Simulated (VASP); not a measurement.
The system is LiGe6As8.

```
Li Ge As
1.0
     0.00000    5.70573    5.70573
     5.70573    0.00000    5.70573
     5.70573    5.70573    0.00000
Li Ge As
1 6 8
Direct
  0.50000 0.50000 0.50000
  0.50000 0.00000 0.50000
  0.50000 0.00000 0.00000
  0.00000 0.00000 0.50000
  0.00000 0.50000 0.00000
  0.00000 0.50000 0.50000
  0.50000 0.50000 0.00000
  0.85757 0.42729 0.85757
  0.14243 0.14243 0.14243
  0.85757 0.85757 0.85757
  0.57271 0.14243 0.14243
  0.85757 0.85757 0.42729
  0.42729 0.85757 0.85757
  0.14243 0.14243 0.57271
  0.14243 0.57271 0.14243
```

| Property | Result |
| --- | --- |
| Program | VASP 6.6.1 |
| Task | relaxation of cell and atoms |
| Functional | PBE |
| Potentials or basis | VASP PAW PBE potentials, release 64 (Li_sv, Ge_d, As) |
| Cutoff | 600 eV |
| k mesh | 4 × 4 × 4 |
| Occupations | gaussian, width 0.1 eV |
| Spin | no spin polarisation |

At the start: pressure 10.6 GPa; volume 24.77 Å³/atom.

Task: Where does the relaxation end?

Result: Over 17 steps the energy falls by 222.9 meV/atom and the volume is 28.57 Å³/atom (+15.4 %); space group Fm-3m (No. 225, to 0.05 Å).

Step by step:
| step | energy change (eV) | largest force (eV/Å) | pressure (GPa) | volume (Å³) |
| --- | --- | --- | --- | --- |
| 1 | 0.0000 | 1.1878 | 10.64 | 371.50 |
| 2 | -2.1391 | 0.3224 | -2.09 | 467.16 |
| 3 | -2.2730 | 0.4560 | -0.25 | 444.30 |
| 4 | -2.2730 | 0.4458 | -0.36 | 445.85 |
| 5 | -2.3545 | 0.4362 | -0.39 | 443.63 |
| 6 | -2.5940 | 0.4367 | -0.29 | 437.03 |
| 7 | -2.9626 | 0.1901 | 0.22 | 424.02 |
| 8 | -3.0184 | 0.1502 | 3.15 | 398.78 |
| 9 | -3.0567 | 0.1086 | 3.11 | 399.96 |
| 10 | -3.1220 | 0.1343 | 2.92 | 403.50 |
| 11 | -3.1841 | 0.1020 | 2.44 | 407.16 |
| 12 | -3.3073 | 0.0146 | 1.08 | 418.25 |
| 13 | -3.2941 | 0.1136 | -1.11 | 441.03 |
| 14 | -3.3418 | 0.0531 | 0.00 | 428.86 |
| 15 | -3.3418 | 0.0503 | 0.06 | 428.34 |
| 16 | -3.3421 | 0.0468 | 0.03 | 428.40 |
| 17 | -3.3429 | 0.0360 | 0.02 | 428.60 |

Final structure:
```
CELL_PARAMETERS angstrom
0.00000 5.98421 5.98421
5.98421 0.00000 5.98421
5.98421 5.98421 0.00000
ATOMIC_POSITIONS crystal
Li 0.50000 0.50000 0.50000
Ge 0.50000 0.00000 0.50000
Ge 0.50000 0.00000 0.00000
Ge 0.00000 0.00000 0.50000
Ge 0.00000 0.50000 0.00000
Ge 0.00000 0.50000 0.50000
Ge 0.50000 0.50000 0.00000
As 0.88528 0.34417 0.88528
As 0.11472 0.11472 0.11472
As 0.88528 0.88528 0.88528
As 0.65583 0.11472 0.11472
As 0.88528 0.88528 0.34417
As 0.34417 0.88528 0.88528
As 0.11472 0.11472 0.65583
As 0.11472 0.65583 0.11472
```

Caveat: the cutoff is under 1.25 times the usual one of these potentials, so pressure, stress and relaxed cells hold a basis-set (Pulay) error; the volume moved by over 15 % at a fixed basis, so the end points are rough.
